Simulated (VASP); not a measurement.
Write the native input for VASP 6.6.1 that does the following.

```yaml
Task: electric field gradients
Functional: PBE
Potentials_or_basis: VASP PAW PBE potentials, release 64 (Tc_pv)
Cutoff: 520 eV
k_mesh: 14 × 14 × 8
Occupations: fermi-dirac, width 0.08 eV
Spin: no spin polarisation
Dipole_correction: no
Further_INCAR_settings: ALGO = Normal; EDIFF = 1e-08; NBANDS = 20
```

The structure of Tc lies in POSCAR:

```
Tc
1.0
    2.6995950541      0.0000000000      0.0000000000
   -1.3497975270      2.3379178968      0.0000000000
    0.0000000000      0.0000000000      4.3355049404
Tc
2
Direct
    0.3333333333      0.6666666667      0.2500000000
    0.6666666667      0.3333333333      0.7500000000
```

The input as run:

INCAR

```
SYSTEM = Tc
PREC = Accurate
ENCUT = 520
EDIFF = 1E-8
ISMEAR = -1
SIGMA = 0.08
LREAL = .False.
LASPH = .True.
NELM = 80
ALGO = Normal
ISIF = 2
LWAVE = .False.
LCHARG = .False.
GGA = PE
LEFG = .True.
NBANDS = 20
```

KPOINTS

```
Automatic mesh
0
Gamma
  14 14 8
  0 0 0
```

Potentials or basis: VASP PAW PBE potentials, release 64 (Tc_pv).

Run with:

```bash
$ cat potpaw_PBE.64/Tc_pv/POTCAR > POTCAR
$ mpirun -np 1 vasp_std > vasp.out
```

Results of the run:

```json
{"Pressure": "17.5 GPa", "Band gap on the k mesh": "zero (bands 13 and 14 overlap by 3.61 eV)", "Largest electric field gradient by atom": "Tc -17.5 V/Å²"}
```

Caveat: the cell stands under pressure; without QUAD_EFG the Cq values of the log hold for a quadrupole moment of 1 mb, not for the nuclei.

It took 73 s on 1 thread of Intel Xeon 8259CL (shared host), peak memory 0.18 GiB.
